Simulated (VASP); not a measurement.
Crystal: CsIr2.

```
Cs Ir
1.0
     0.00000    4.17776    4.17776
     4.17776    0.00000    4.17776
     4.17776    4.17776    0.00000
Cs Ir
2 4
Direct
  0.00000 0.00000 0.00000
  0.25000 0.25000 0.25000
  0.62500 0.62500 0.62500
  0.12500 0.62500 0.62500
  0.62500 0.62500 0.12500
  0.62500 0.12500 0.62500
```

* Program: VASP 6.6.1
* Task: relaxation of cell and atoms
* Functional: PBE
* Potentials or basis: VASP PAW PBE potentials, release 64 (Cs_sv, Ir)
* Cutoff: 600 eV
* k mesh: 4 × 4 × 4
* Occupations: gaussian, width 0.1 eV
* Spin: no spin polarisation

At the start: pressure -8.8 GPa; volume 24.31 Å³/atom.

**Question.** How do energy, volume and symmetry change on relaxing?

**Answer.** Over 3 steps the energy falls by 84.5 meV/atom and the volume is 21.62 Å³/atom (-11.0 %); space group Fd-3m (No. 227, to 0.1 Å) before and after.

Step by step:
```
step  energy change (eV)  largest force (eV/Å)  pressure (GPa)  volume (Å³)
   1              0.0000                0.0000           -8.83       145.83
   2             -0.2019                0.0000           10.39       119.34
   3             -0.5070                0.0000           -0.14       129.74
```

Final structure:
```cif
data_structure
_symmetry_space_group_name_H-M 'P 1'
_symmetry_Int_Tables_number 1
_cell_length_a 5.6824
_cell_length_b 5.6824
_cell_length_c 5.6824
_cell_angle_alpha 60.000
_cell_angle_beta 60.000
_cell_angle_gamma 60.000
_cell_volume 129.74
loop_
_atom_site_label
_atom_site_type_symbol
_atom_site_fract_x
_atom_site_fract_y
_atom_site_fract_z
_atom_site_occupancy
Cs1 Cs 0.00000 0.00000 0.00000 1
Cs2 Cs 0.25000 0.25000 0.25000 1
Ir1 Ir 0.62500 0.62500 0.62500 1
Ir2 Ir 0.12500 0.62500 0.62500 1
Ir3 Ir 0.62500 0.62500 0.12500 1
Ir4 Ir 0.62500 0.12500 0.62500 1
```
